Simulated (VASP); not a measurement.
# PbF2 in VASP: further runs

PbF2 is run at these levels: r2SCAN, PBE; tasks: single point.

Program: VASP 6.6.1. These are calculated values, not measurements. Logs are shortened: lines on timing, memory, paths and dates and some standing lists are left out, and cuts for length are marked.

## 1. The cell of the first run

Symmetry: Immm, No. 71, orthorhombic system. The conventional cell has a = 4.166 Å, b = 4.208 Å, c = 5.921 Å, α = 90.00°, β = 90.00°, γ = 90.00°. Pb (site symmetry mmm) has 8 F at 2.56 to 2.57 Å within 3.4 Å. F (site symmetry mm2) has 4 Pb at 2.56 to 2.57 Å and 6 F at 2.95 to 2.97 Å within 3.4 Å.

## 2. Single point, r2SCAN (shear xy strain -1.0%)

POSCAR reads:

```
PbF2
1.0
   -0.0148021945      2.9604388914      2.9604388914
    2.9604388914     -0.0148021945      2.9604388914
    2.9456366969      2.9456366969      0.0000000000
Pb F
1 2
Direct
    0.0000000000      0.0000000000      0.0000000000
    0.2510679589      0.2510679589      0.2489320411
    0.7489320411      0.7489320411      0.7510679589
```

INCAR.step1 reads:

```
SYSTEM = PbF2
PREC = Accurate ; ENCUT = 520
ISMEAR = 0 ; SIGMA = 0.01
LREAL = .False. ; LASPH = .True.
NELM = 100 ; NBANDS = 21
GGA = PE ; ALGO = Normal
EDIFF = 1E-4 ; LWAVE = .True.
LCHARG = .False.
```

INCAR.step2 reads:

```
SYSTEM = PbF2
PREC = Accurate ; ENCUT = 520
EDIFF = 1E-6 ; ISMEAR = 0
SIGMA = 0.01 ; LREAL = .False.
LASPH = .True. ; NELM = 100
ALGO = Normal ; ISIF = 2
LWAVE = .False. ; LCHARG = .False.
METAGGA = R2SCAN ; LMIXTAU = .True.
NBANDS = 21 ; ISTART = 1
```

KPOINTS reads:

```
regular mesh
0
Gamma
  8 8 8
  0 0 0
```

Potentials or basis: VASP PAW PBE potentials, release 64 (Pb_d, F).

The run is started by

```
> cat potpaw_PBE.64/Pb_d/POTCAR potpaw_PBE.64/F/POTCAR > POTCAR
> cp INCAR.step1 INCAR
> mpirun -np 1 vasp_std > vasp.out
> cp INCAR.step2 INCAR
> mpirun -np 1 vasp_std > vasp.out
```

OUTCAR:

```text
SYSTEM = PbF2
   PREC = Accurate
   ENCUT = 520
   EDIFF = 1E-6
   ISMEAR = 0
   LREAL = .False.
   LASPH = .True.
   NELM = 100
   ISIF = 2
   METAGGA = R2SCAN
   ISTART = 1

 ion  position               nearest neighbor table
   1  0.000  0.000  0.000-   3 2.56   2 2.56   3 2.56   2 2.56   3 2.57   3 2.57   2 2.57   2 2.57

   2  0.251  0.251  0.249-   1 2.56   1 2.56   1 2.57   1 2.57
   3  0.749  0.749  0.751-   1 2.56   1 2.56   1 2.57   1 2.57

  LATTYP: Found a body centered orthorhombic cell.
 ALAT       =     4.1657593666
 B/A-ratio  =     1.0100502513
 C/A-ratio  =     1.4213201632

  Lattice vectors:

 A1 = (   0.0148021945,  -2.9604388914,  -2.9604388914)
 A2 = (  -0.0148021945,   2.9604388914,  -2.9604388914)
 A3 = (   2.9604388914,  -0.0148021945,   2.9604388914)

Analysis of symmetry for initial positions (statically):
=====================================================================
 Subroutine PRICEL returns:
 Original cell was already a primitive cell.

 Routine SETGRP: Setting up the symmetry group for a
 body centered orthorhombic supercell.

 Subroutine GETGRP returns: Found  8 space group operations
 (whereof  8 operations were pure point group operations)
 out of a pool of  8 trial point group operations.

The static configuration has the point symmetry D_2h.

Analysis of symmetry for dynamics (positions and initial velocities):
=====================================================================
 Subroutine PRICEL returns:
 Original cell was already a primitive cell.

 Routine SETGRP: Setting up the symmetry group for a
 body centered orthorhombic supercell.

 Subroutine GETGRP returns: Found  8 space group operations
 (whereof  8 operations were pure point group operations)
 out of a pool of  8 trial point group operations.

The dynamic configuration has the point symmetry D_2h.

 Subroutine INISYM returns: Found  8 space group operations
 (whereof  8 operations are pure point group operations),
 and found     1 'primitive' translations

----------------------------------------------------------------------------------------

                                     Primitive cell

  volume of cell :      51.8905

  direct lattice vectors                    reciprocal lattice vectors
    -0.014802194  2.960438891  2.960438891    -0.168053608  0.168053608  0.168893876
[... 84 lines left out ...]
   LSORBIT =      F    spin-orbit coupling
   LASPH  =      T    aspherical Exc in radial PAW
   ENCUT  =  520.0 eV  38.22 Ry    6.18 a.u.   7.78  7.78  7.75*2*pi/ulx,y,z
   NELM   =    100;   NELMIN=  2; NELMDL=  0     # of ELM steps
   EDIFF  = 0.1E-05   stopping-criterion for ELM
   LREAL  =      F    real-space projection
   EDIFFG = 0.1E-04   stopping-criterion for IOM
   NSW    =      0    number of steps for IOM
   IBRION =     -1    ionic relax: 0-MD 1-quasi-New 2-CG
   NFREE  =      0    steps in history (QN), initial steepest desc. (CG)
   ISIF   =      2    stress and relaxation
   ISYM   =      2    0-nonsym 1-usesym 2-fastsym
   POTIM  = 0.5000    time-step for ionic-motion
   TEBEG  =    0.0;   TEEND  =   0.0 temperature during run
   PSTRESS=    0.0 pullay stress
   NELECT =      28.0000    total number of electrons
   NUPDOWN=      -1.0000    fix difference up-down
   EMIN   =  10.00;   EMAX   =-10.00  energy-range for DOS
   EFERMI =   0.00;   METHOD = LEGACY
   ISMEAR =     0;   SIGMA  =   0.01  broadening in eV -4-tet -1-fermi 0-gaus
   EFERMI_NEDOS =   21; number of points for ismear=-14 and -15
   IALGO  =     38    algorithm
   IMIX   =      4    mixing-type and parameters
     AMIX     =   0.40;   BMIX     =  1.00
     AMIX_MAG =   1.60;   BMIX_MAG =  1.00
  volume/ion in A,a.u.               =      17.30       116.72
  Fermi-wavevector in a.u.,A,eV,Ry     =   1.332800  2.518627 24.168793  1.776356
  Thomas-Fermi vector in A             =   2.461707
   LORBIT       =      0    0 simple, 1 ext, 2 COOP (PROOUT), +10 PAW based schemes
   METAGGA = R2SCAN    functional components
   LHFCALC =     F    Hartree Fock is set to
   AEXX    =    0.0000 exact exchange contribution
   IVDW    =     0    specifies the selected vdW correction
   LEPSILON=     F    determine dielectric tensor
   LRPA    =     F    only Hartree local field effects (RPA)
 non-spin polarized calculation
 Gauss-broadening in eV      SIGMA  =   0.01
  energy-cutoff  :      520.00
  volume of cell :       51.89
 maximum number of plane-waves:      1411
   NGX = 15   NGY = 15   NGZ = 15

 number of electron      28.0000004 magnetization

 Free energy of the ion-electron system (eV)
  ---------------------------------------------------
  ext. energy  EPLUGINS =         0.00000000
  ---------------------------------------------------
  free energy    TOTEN  =       -70.16136065 eV

  energy without entropy =      -70.16136065  energy(sigma->0) =      -70.16136065

 E-fermi :   1.6014     XC(G=0): -10.0276

 val. band max:        1.5510764320   @ k =  -0.2500   0.2500   0.5000
 cond. band min:       6.4817264952   @ k =   0.5000  -0.0000   0.5000
 fundamental gap:      4.9306500632
 Fermi energy:         1.6013625401

 k-point     1 :       0.0000    0.0000    0.0000
  band No.  band energies     occupation
      1     -20.8637      2.00000
      2     -20.2684      2.00000
      3     -13.3204      2.00000
      4     -13.3200      2.00000
      5     -13.3193      2.00000
      6     -13.2685      2.00000
[... 565 lines left out ...]
     20      17.2907      0.00000
     21      18.8434      0.00000

 [... further k-points ...]

------------------------ aborting loop because EDIFF is reached ----------------------------------------

  FORCE on cell =-STRESS in cart. coord.  units (eV):
  Direction    XX          YY          ZZ          XY          YZ          ZX
  --------------------------------------------------------------------------------------
  -------------------------------------------------------------------------------------
  Total       -0.0195136     -0.0195136     -0.0188216      0.0765584      0.0000000      0.0000000
  in kB       -0.6025047     -0.6025047     -0.5811373      2.3638275      0.0000000      0.0000000
  external PRESSURE =      -0.5953822 kB  Pullay stress =       0.0000000 kB

 VOLUME and BASIS-vectors are now :
 -----------------------------------------------------------------------------
  energy-cutoff  :      520.00
  volume of cell :       51.89
      direct lattice vectors                 reciprocal lattice vectors
    -0.014802194  2.960438891  2.960438891    -0.168053608  0.168053608  0.168893876
     2.960438891 -0.014802194  2.960438891     0.168053608 -0.168053608  0.168893876
     2.945636697  2.945636697  0.000000000     0.169742589  0.169742589 -0.168893876

 POSITION                                       TOTAL-FORCE (eV/Angst)
 -----------------------------------------------------------------------------------
      0.00000      0.00000      0.00000        -0.000000      0.000000      0.000000
      1.47282      1.47282      1.48654         0.000000      0.000000      0.001142
      4.41846      4.41846      4.43434        -0.000000     -0.000000     -0.001142
 -----------------------------------------------------------------------------------
    total drift:                                0.000000      0.000000      0.000000

  FREE ENERGIE OF THE ION-ELECTRON SYSTEM (eV)
  ---------------------------------------------------
  free  energy   TOTEN  =       -70.1613606497 eV

  energy  without entropy=      -70.1613606497  energy(sigma->0) =      -70.16136065
```

OUTCAR.step1:

```text
SYSTEM = PbF2
   PREC = Accurate
   ENCUT = 520
   ISMEAR = 0
   LREAL = .False.
   LASPH = .True.
   NELM = 100
[... 802 lines left out ...]
      0.00000      0.00000      0.00000         0.000000     -0.000000     -0.000000
      1.47282      1.47282      1.48654        -0.000000     -0.000000      0.001999
      4.41846      4.41846      4.43434         0.000000      0.000000     -0.001999
 -----------------------------------------------------------------------------------
    total drift:                                0.000000      0.000000      0.000000

  FREE ENERGIE OF THE ION-ELECTRON SYSTEM (eV)
  ---------------------------------------------------
  free  energy   TOTEN  =       -14.3305619805 eV

  energy  without entropy=      -14.3305619805  energy(sigma->0) =      -14.33056198
```

OSZICAR.step1:

```text
N       E                     dE             d eps       ncg     rms          rms(c)
DAV:   1     0.300951204079E+03    0.30095E+03   -0.14692E+04  4019   0.153E+03
DAV:   2     0.112381149333E+02   -0.28971E+03   -0.27166E+03  4247   0.427E+02
DAV:   3    -0.154666355671E+02   -0.26705E+02   -0.26369E+02  4724   0.139E+02
DAV:   4    -0.162325779362E+02   -0.76594E+00   -0.76540E+00  4554   0.247E+01
DAV:   5    -0.162588461319E+02   -0.26268E-01   -0.26266E-01  5255   0.473E+00    0.800E+00
DAV:   6    -0.143351325647E+02    0.19237E+01   -0.86841E+00  5385   0.232E+01    0.264E+00
DAV:   7    -0.143351220246E+02    0.10540E-04   -0.45200E-01  4205   0.406E+00    0.156E+00
DAV:   8    -0.143329703368E+02    0.21517E-02   -0.10283E-01  4205   0.354E+00    0.554E-01
DAV:   9    -0.143294284341E+02    0.35419E-02   -0.19898E-02  5363   0.107E+00    0.102E-01
DAV:  10    -0.143305731551E+02   -0.11447E-02   -0.15212E-03  4125   0.324E-01    0.328E-02
DAV:  11    -0.143305619805E+02    0.11175E-04   -0.11956E-04  3806   0.939E-02
   1 F= -.14330562E+02 E0= -.14330562E+02  d E =-.718075E-13
```

It took 3.6 min on 1 thread of Intel Xeon Platinum 8488C (Sapphire Rapids), shared host; peak memory 0.24 GiB.

What came out:

```yaml
Free_energy: -70.1614 eV
Pressure: -0.1 GPa
Band_gap_on_the_k_mesh: 4.93 eV, indirect (least direct gap 5.08 eV)
```

Stress tensor (GPa, compression positive):
```
-0.06  0.24  0.00
 0.24 -0.06  0.00
 0.00  0.00 -0.06
```

Levels at points of the mesh, in eV from the valence-band top:
| k point | band 12 | band 13 | band 14 | band 15 | band 16 | band 17 |
| --- | --- | --- | --- | --- | --- | --- |
| (0.00, 0.00, 0.00) | -2.17 | -2.16 | -2.15 | 7.25 | 7.30 | 7.36 |
| (0.50, 0.00, 0.00) | -2.34 | -2.33 | -0.06 | 5.36 | 8.25 | 8.28 |
| (0.50, 0.50, 0.00) | -1.75 | -1.74 | -0.14 | 4.93 | 8.42 | 8.51 |
| (0.00, 0.00, 0.50) | -2.35 | -2.34 | -0.06 | 5.40 | 8.22 | 8.25 |
| (0.50, 0.00, 0.50) | -1.75 | -1.75 | -0.14 | 4.93 | 8.46 | 8.46 |

Caveat: the cell differs from its parent crystal (shear xy strain -1.0%); the PAW data sets were made with another functional, which shifts forces and pressure a little; spin-orbit coupling is left out, which moves the levels of the heavy elements. A k mesh can miss the band edges.

[end of part 1 of 2]
